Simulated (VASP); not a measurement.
The system is ScH5.

```
CELL_PARAMETERS angstrom
3.75833 0.00000 0.00000
0.00000 3.75833 0.00000
0.00000 0.00000 3.75833
ATOMIC_POSITIONS crystal
Sc 0.50000 0.50000 0.50000
H 0.26852 0.26852 0.26852
H 0.73148 0.73148 0.26852
H 0.73148 0.26852 0.73148
H 0.26852 0.73148 0.73148
H 0.00000 0.00000 0.00000
```

* Program: VASP 6.6.1
* Task: relaxation of cell and atoms
* Functional: PBE
* Potentials or basis: VASP PAW PBE potentials, release 64 (Sc_sv, H)
* Cutoff: 600 eV
* k mesh: 4 × 4 × 4
* Occupations: gaussian, width 0.1 eV
* Spin: no spin polarisation

At the start: pressure 24.1 GPa; volume 8.85 Å³/atom.

Question: Where does the relaxation end?

Answer: Over 9 steps the energy falls by 774.0 meV/atom and the volume is 7.93 Å³/atom (-10.4 %); space group P-43m (No. 215, to 0.05 Å).

Step by step:
```
step  energy change (eV)  largest force (eV/Å)  pressure (GPa)  volume (Å³)
   1              0.0000                6.2001           24.15        53.09
   2             -3.9563                0.6276           -6.68        64.01
   3             -3.9642                0.4866           -7.37        64.59
   4             -4.2093                0.4646           -6.50        60.36
   5             -4.6151                0.2444           -1.72        50.30
   6             -4.6350                0.0283            2.00        46.32
   7             -4.6421                0.1151            0.59        47.65
   8             -4.6419                0.0967            0.90        47.35
   9             -4.6440                0.0398            0.29        47.59
```

Final structure:
```yaml
crystal:
  lattice:
    - [3.62379, 0.00000, 0.00000]
    - [0.00000, 3.62379, 0.00000]
    - [0.00000, 0.00000, 3.62379]
  atoms:
    - { symbol: Sc, position: [0.50000, 0.50000, 0.50000] }
    - { symbol: H, position: [0.19774, 0.19774, 0.19774] }
    - { symbol: H, position: [0.80226, 0.80226, 0.19774] }
    - { symbol: H, position: [0.80226, 0.19774, 0.80226] }
    - { symbol: H, position: [0.19774, 0.80226, 0.80226] }
    - { symbol: H, position: [0.00000, 0.00000, 0.00000] }
```
